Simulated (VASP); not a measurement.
# In4P5 in VASP: relaxation of the atoms with PBEsol

Aim: the relaxation of the atoms of In4P5 with PBEsol.

Program: VASP 6.6.1. These are calculated values, not measurements. Logs are shortened: lines on timing, memory, paths and dates and some standing lists are left out, and cuts for length are marked.

## 1. The cell of the first run

The cell holds a slab with vacuum, 9 atoms: a = 3.860 Å, b = 3.860 Å, c = 27.607 Å, α = 90.00°, β = 90.00°, γ = 120.00°.

## 2. Relaxation of the atoms, PBEsol

Contents of INCAR:

```
SYSTEM = In4P5
  ALGO = Fast
  DIPOL = 0.5 0.5 0.500
  EDIFF = 1E-6
  EDIFFG = -0.02
  ENCUT = 520
  GGA = PS
  IBRION = 2
  IDIPOL = 3
  ISIF = 2
  ISMEAR = 0
  KPAR = 4
  LASPH = .TRUE.
  LCHARG = .FALSE.
  LDIPOL = .TRUE.
  LREAL = .FALSE.
  LWAVE = .FALSE.
  NELM = 60
  NSW = 80
  PREC = Accurate
  SIGMA = 0.1
```

Contents of KPOINTS:

```
k-points
0
G
  9 9 1
  0 0 0
```

Contents of POSCAR:

```
In4P5
1.0
    3.8601905803      0.0000000000      0.0000000000
   -1.9300952902      3.3430231060      0.0000000000
    0.0000000000      0.0000000000     27.6073296423
P In
5 4
Direct
    0.3333333333      0.6666666667      0.2716669847
    0.0000000000      0.0000000000      0.3858334924
    0.6666666667      0.3333333333      0.5000000000
    0.3333333333      0.6666666667      0.6141665076
    0.0000000000      0.0000000000      0.7283330153
    0.6666666667      0.3333333333      0.3287502385
    0.3333333333      0.6666666667      0.4429167462
    0.0000000000      0.0000000000      0.5570832538
    0.6666666667      0.3333333333      0.6712497615
```

Potentials or basis: VASP PAW PBE potentials, release 64 (P, In_d).

The run is started by

```sh
cat potpaw_PBE.64/P/POTCAR potpaw_PBE.64/In_d/POTCAR > POTCAR
mpirun -np 4 vasp_std > vasp.out
```

OUTCAR:

```text
SYSTEM = In4P5
   EDIFF = 1E-6
   EDIFFG = -0.02
   ENCUT = 520
   GGA = PS
   IBRION = 2
   ISIF = 2
   ISMEAR = 0
   LASPH = .TRUE.
   LREAL = .FALSE.
   NELM = 60
   NSW = 80
   PREC = Accurate

 ion  position               nearest neighbor table
   1  0.333  0.667  0.272-   6 2.73   6 2.73   6 2.73
   2  0.000  0.000  0.386-   7 2.73   7 2.73   7 2.73   6 2.73   6 2.73   6 2.73
   3  0.667  0.333  0.500-   7 2.73   7 2.73   8 2.73   8 2.73   8 2.73   7 2.73
   4  0.333  0.667  0.614-   8 2.73   8 2.73   8 2.73   9 2.73   9 2.73   9 2.73
   5  0.000  0.000  0.728-   9 2.73   9 2.73   9 2.73
   6  0.667  0.333  0.329-   1 2.73   1 2.73   1 2.73   2 2.73   2 2.73   2 2.73   7 3.86   7 3.86
                             7 3.86
   7  0.333  0.667  0.443-   3 2.73   3 2.73   2 2.73   2 2.73   2 2.73   3 2.73   8 3.86   8 3.86
                             8 3.86   6 3.86   6 3.86   6 3.86
   8  0.000  0.000  0.557-   4 2.73   3 2.73   4 2.73   3 2.73   4 2.73   3 2.73   7 3.86   7 3.86
                             7 3.86   9 3.86   9 3.86   9 3.86
   9  0.667  0.333  0.671-   5 2.73   5 2.73   5 2.73   4 2.73   4 2.73   4 2.73   8 3.86   8 3.86
                             8 3.86

  LATTYP: Found a hexagonal cell.
 ALAT       =     3.8601905803
 C/A-ratio  =     7.1518048314

  Lattice vectors:

 A1 = (   3.8601905803,   0.0000000000,   0.0000000000)
 A2 = (  -1.9300952902,   3.3430231060,   0.0000000000)
 A3 = (   0.0000000000,   0.0000000000,  27.6073296423)

Analysis of symmetry for initial positions (statically):
=====================================================================
 Subroutine PRICEL returns:
 Original cell was already a primitive cell.

 Routine SETGRP: Setting up the symmetry group for a
 hexagonal supercell.

 Subroutine GETGRP returns: Found 12 space group operations
 (whereof  6 operations were pure point group operations)
 out of a pool of 24 trial point group operations.

The static configuration has the point symmetry C_3v.
 The point group associated with its full space group is D_3d.

Analysis of symmetry for dynamics (positions and initial velocities):
=====================================================================
 Subroutine PRICEL returns:
 Original cell was already a primitive cell.

 Routine SETGRP: Setting up the symmetry group for a
 hexagonal supercell.

 Subroutine GETGRP returns: Found 12 space group operations
 (whereof  6 operations were pure point group operations)
 out of a pool of 24 trial point group operations.

The dynamic configuration has the point symmetry C_3v.
 The point group associated with its full space group is D_3d.

 Subroutine INISYM returns: Found 12 space group operations
 (whereof  6 operations are pure point group operations),
 and found     1 'primitive' translations

----------------------------------------------------------------------------------------

                                     Primitive cell

  volume of cell :     356.2645

  direct lattice vectors                    reciprocal lattice vectors
     3.860190580  0.000000000  0.000000000     0.259054567  0.149565224  0.000000000
    -1.930095290  3.343023106  0.000000000     0.000000000  0.299130448  0.000000000
     0.000000000  0.000000000 27.607329642     0.000000000  0.000000000  0.036222265

  length of vectors
     3.860190580  3.860190580 27.607329642     0.299130448  0.299130448  0.036222265

  position of ions in fractional coordinates (direct lattice)
     0.333333333  0.666666667  0.271666985
     0.000000000  0.000000000  0.385833492
     0.666666667  0.333333333  0.500000000
     0.333333333  0.666666667  0.614166508
     0.000000000  0.000000000  0.728333015
     0.666666667  0.333333333  0.328750238
     0.333333333  0.666666667  0.442916746
     0.000000000  0.000000000  0.557083254
     0.666666667  0.333333333  0.671249762
[... 48 lines left out ...]
  0.333333  0.111111  0.000000     12.000000
  0.444444  0.111111  0.000000      6.000000
  0.222222  0.222222  0.000000      6.000000
  0.333333  0.222222  0.000000     12.000000
  0.333333  0.333333  0.000000      2.000000
   k-points           NKPTS =     12   k-points in BZ     NKDIM =     12   number of bands    NBANDS=     46
   number of dos      NEDOS =    301   number of ions     NIONS =      9
   total plane-waves  NPLWV = 189000
   dimension x,y,z NGX =    30 NGY =   30 NGZ =  210
   dimension x,y,z NGXF=    60 NGYF=   60 NGZF=  420
   ions per type =               5   4
   NGX,Y,Z   is equivalent  to a cutoff of  12.92, 12.92, 12.65 a.u.
   NGXF,Y,Z  is equivalent  to a cutoff of  25.84, 25.84, 25.29 a.u.
 SYSTEM =  In4P5
   PREC   = accura    normal or accurate (medium, high low for compatibility)
   ISTART =      0    job   : 0-new  1-cont  2-samecut
   ICHARG =      2    charge: 1-file 2-atom 10-const
   ISPIN  =      1    spin polarized calculation?
   LNONCOLLINEAR =      F non collinear calculations
   LSORBIT =      F    spin-orbit coupling
   LASPH  =      T    aspherical Exc in radial PAW
   ENCUT  =  520.0 eV  38.22 Ry    6.18 a.u.   7.18  7.18 51.33*2*pi/ulx,y,z
   NELM   =     60;   NELMIN=  2; NELMDL= -5     # of ELM steps
   EDIFF  = 0.1E-05   stopping-criterion for ELM
   LREAL  =      F    real-space projection
   EDIFFG = -.2E-01   stopping-criterion for IOM
   NSW    =     80    number of steps for IOM
   IBRION =      2    ionic relax: 0-MD 1-quasi-New 2-CG
   NFREE  =      1    steps in history (QN), initial steepest desc. (CG)
   ISIF   =      2    stress and relaxation
   ISYM   =      2    0-nonsym 1-usesym 2-fastsym
   POTIM  = 0.5000    time-step for ionic-motion
   TEBEG  =    0.0;   TEEND  =   0.0 temperature during run
   PSTRESS=    0.0 pullay stress
   NELECT =      77.0000    total number of electrons
   NUPDOWN=      -1.0000    fix difference up-down
   EMIN   =  10.00;   EMAX   =-10.00  energy-range for DOS
   EFERMI =   0.00;   METHOD = LEGACY
   ISMEAR =     0;   SIGMA  =   0.10  broadening in eV -4-tet -1-fermi 0-gaus
   EFERMI_NEDOS =   21; number of points for ismear=-14 and -15
   IALGO  =     68    algorithm
   IMIX   =      4    mixing-type and parameters
     AMIX     =   0.40;   BMIX     =  1.00
     AMIX_MAG =   1.60;   BMIX_MAG =  1.00
  volume/ion in A,a.u.               =      39.58       267.13
  Fermi-wavevector in a.u.,A,eV,Ry     =   0.982459  1.856577 13.132680  0.965225
  Thomas-Fermi vector in A             =   2.113543
   LORBIT       =      0    0 simple, 1 ext, 2 COOP (PROOUT), +10 PAW based schemes
   GGA     = PS    functional components
   LHFCALC =     F    Hartree Fock is set to
   AEXX    =    0.0000 exact exchange contribution
   IVDW    =     0    specifies the selected vdW correction
   LEPSILON=     F    determine dielectric tensor
   LRPA    =     F    only Hartree local field effects (RPA)
 conjugate gradient relaxation of ions
 non-spin polarized calculation
 RMM-DIIS sequential band-by-band and
 Gauss-broadening in eV      SIGMA  =   0.10
  energy-cutoff  :      520.00
  volume of cell :      356.26
 maximum number of plane-waves:      9651
 NGX is ok and might be reduce to    30
   NGX = 15   NGY = 15   NGZ =103

--------------------------------------- Ionic step        1  -------------------------------------------

 number of electron      77.0000042 magnetization

 Free energy of the ion-electron system (eV)
  ---------------------------------------------------
  ext. energy  EPLUGINS =         0.00000000
  ---------------------------------------------------
  free energy    TOTEN  =       -37.89885071 eV

  energy without entropy =      -37.86644182  energy(sigma->0) =      -37.88264626

------------------------ aborting loop because EDIFF is reached ----------------------------------------

  FORCE on cell =-STRESS in cart. coord.  units (eV):
  Direction    XX          YY          ZZ          XY          YZ          ZX
  --------------------------------------------------------------------------------------
  -------------------------------------------------------------------------------------
  Total       -4.3764970     -4.3764970     -1.2561767      0.0000000      0.0000000      0.0000000
  in kB      -19.6817945    -19.6817945     -5.6492239      0.0000000      0.0000000      0.0000000
  external PRESSURE =     -15.0042710 kB  Pullay stress =       0.0000000 kB
[... 245 lines left out ...]
--------------------------------------- Ionic step        7  -------------------------------------------

 number of electron      77.0000002 magnetization

 dipolmoment           0.000000      0.000000     -0.000000 electrons x Angstroem

------------------------ aborting loop because EDIFF is reached ----------------------------------------

  FORCE on cell =-STRESS in cart. coord.  units (eV):
  Direction    XX          YY          ZZ          XY          YZ          ZX
  --------------------------------------------------------------------------------------
  -------------------------------------------------------------------------------------
  Total       -1.0783988     -1.0783988     -0.6001760      0.0000000      0.0000000     -0.0000000
  in kB       -4.8497286     -4.8497286     -2.6990855      0.0000000      0.0000000     -0.0000000
  external PRESSURE =      -4.1328476 kB  Pullay stress =       0.0000000 kB
[... 73 lines left out ...]
--------------------------------------- Ionic step        9  -------------------------------------------

 number of electron      77.0000004 magnetization

 dipolmoment           0.000000      0.000000      0.000000 electrons x Angstroem

 Free energy of the ion-electron system (eV)
  ---------------------------------------------------
  ext. energy  EPLUGINS =         0.00000000
  ---------------------------------------------------
  free energy    TOTEN  =       -38.11025287 eV

  energy without entropy =      -38.07148573  energy(sigma->0) =      -38.09086930

 E-fermi :   0.7683     XC(G=0):  -6.0156

 val. band max:        0.7425543075   @ k =   0.0000   0.0000   0.0000
 cond. band min:       0.7803128560   @ k =   0.3333   0.0000   0.0000
 fundamental gap:      0.0377585485
 Fermi energy:         0.7682790217

 k-point     1 :       0.0000    0.0000    0.0000
  band No.  band energies     occupation
      1     -13.4695      2.00000
      2     -13.4695      2.00000
      3     -13.4357      2.00000
      4     -13.4357      2.00000
      5     -13.3954      2.00000
      6     -13.3874      2.00000
[... 577 lines left out ...]
     45       5.8948      0.00000
     46       5.8948      0.00000

------------------------ aborting loop because EDIFF is reached ----------------------------------------

 vacuum level on the upper side and lower side of the slab       (xc-potential included)        -0.011        -0.011

  FORCE on cell =-STRESS in cart. coord.  units (eV):
  Direction    XX          YY          ZZ          XY          YZ          ZX
  --------------------------------------------------------------------------------------
  -------------------------------------------------------------------------------------
  Total       -0.9013362     -0.9013362     -0.5178871      0.0000000      0.0000000      0.0000000
  in kB       -4.0534503     -4.0534503     -2.3290198      0.0000000      0.0000000      0.0000000
  external PRESSURE =      -3.4786402 kB  Pullay stress =       0.0000000 kB
[... 24 lines left out ...]
  FREE ENERGIE OF THE ION-ELECTRON SYSTEM (eV)
  ---------------------------------------------------
  free  energy   TOTEN  =       -38.1102528741 eV

  energy  without entropy=      -38.0714857293  energy(sigma->0) =      -38.09086930

 reached required accuracy - stopping structural energy minimisation

 vacuum level on the upper side and lower side of the slab         6.612         6.612
```

Wall time 20 min (4 MPI ranks of Oxide Virtual Turin-like, shared host); peak memory 0.57 GiB.

Results:

```yaml
Free_energy: -38.1103 eV
Energy_gained_by_relaxing: 23.5 meV/atom
Ionic_steps: 9
Largest_force_after_relaxing: 0.020 eV/Å
Band_gap_on_the_k_mesh: zero (an odd number of electrons rules out a gap without spin polarisation)
```

Forces on the atoms (eV/Å):
```
P    0.000  0.000  0.015
P    0.000  0.000  0.009
P    0.000  0.000  0.000
P    0.000  0.000 -0.009
P    0.000  0.000 -0.015
In   0.000  0.000  0.020
In   0.000  0.000  0.005
In   0.000  0.000 -0.005
In   0.000  0.000 -0.020
```

Step by step:
| step | energy change (eV) | largest force (eV/Å) | pressure (GPa) |
| --- | --- | --- | --- |
| 1 | 0.0000 | 0.8276 | -1.50 |
| 2 | -0.0900 | 0.5832 | -1.34 |
| 3 | -0.1931 | 0.2921 | -0.68 |
| 4 | -0.1937 | 0.3132 | -0.61 |
| 5 | -0.2064 | 0.1510 | -0.52 |
| 6 | -0.2109 | 0.0373 | -0.42 |
| 7 | -0.2109 | 0.0361 | -0.41 |
| 8 | -0.2111 | 0.0270 | -0.39 |
| 9 | -0.2114 | 0.0197 | -0.35 |

Final structure:
```
CELL_PARAMETERS angstrom
3.86019 0.00000 0.00000
-1.93010 3.34302 0.00000
0.00000 0.00000 27.60733
ATOMIC_POSITIONS crystal
P 0.33333 0.66667 0.27668
P 0.00000 0.00000 0.38771
P 0.66667 0.33333 0.50000
P 0.33333 0.66667 0.61229
P 0.00000 0.00000 0.72332
In 0.66667 0.33333 0.32300
In 0.33333 0.66667 0.44193
In 0.00000 0.00000 0.55807
In 0.66667 0.33333 0.67700
```

Caveat: the PAW data sets were made with another functional, which shifts forces and pressure a little; spin-orbit coupling is left out, which moves the levels of the heavy elements; an odd number of electrons without spin polarisation forces a metal; a magnetic or distorted state may lie lower.

The gap in the log of VASP goes by the Fermi energy; the results here count the filled bands.